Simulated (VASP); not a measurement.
# Si2Mo: single point with revPBE

Si2Mo:

```
CELL_PARAMETERS angstrom
-1.61349 1.61349 3.94842
1.61349 -1.61349 3.94842
1.61349 1.61349 -3.94842
ATOMIC_POSITIONS crystal
Mo 0.00000 0.00000 0.00000
Si 0.66492 0.66492 0.00000
Si 0.33508 0.33508 0.00000
```

| Item | Value |
| --- | --- |
| Program | VASP 6.6.1 |
| Task | single point |
| Functional | revPBE |
| Potentials or basis | VASP PAW PBE potentials, release 64 (Mo_sv, Si) |
| Cutoff | 520 eV |
| k mesh | 12 × 12 × 12 |
| Occupations | fermi-dirac, width 0.05 eV |
| Spin | no spin polarisation |
| Dipole correction | no |
| Further INCAR settings | ALGO = Normal; EDIFF = 1e-07; NBANDS = 18 |

The pressure is -0.1 GPa and the largest force is 0.005 eV/Å. The band gap on the k mesh is zero (band 11 reaches 12.44 eV, above the bottom of band 12 at 11.51 eV).

Forces on the atoms (eV/Å):
```
Mo   0.000  0.000  0.000
Si   0.000  0.000  0.005
Si   0.000  0.000 -0.005
```

Stress tensor (GPa, compression positive):
```
-0.07  0.00  0.00
 0.00 -0.07  0.00
 0.00  0.00 -0.17
```

Levels at points of the mesh, in eV from the Fermi level:
```csv
k point,band 8,band 9,band 10,band 11,band 12,band 13,band 14,band 15
"(0.00, 0.00, 0.00)",-2.93,-2.55,-2.55,0.36,3.05,3.25,3.46,3.46
"(0.50, 0.00, 0.00)",-4.42,-2.51,-2.48,-0.47,2.20,3.07,3.93,4.17
"(0.50, 0.50, 0.00)",-5.17,-4.34,-2.95,-1.21,2.25,2.65,3.09,3.28
"(0.50, 0.50, 0.50)",-2.12,-0.55,-0.55,-0.47,-0.47,0.49,4.69,4.96
```

It took 83 s on 1 thread of Intel(R) Xeon(R) 6975P-C (Granite Rapids), on a shared host, peak memory 0.27 GiB.

Caveat: the PAW data sets were made with another functional, which shifts forces and pressure a little.
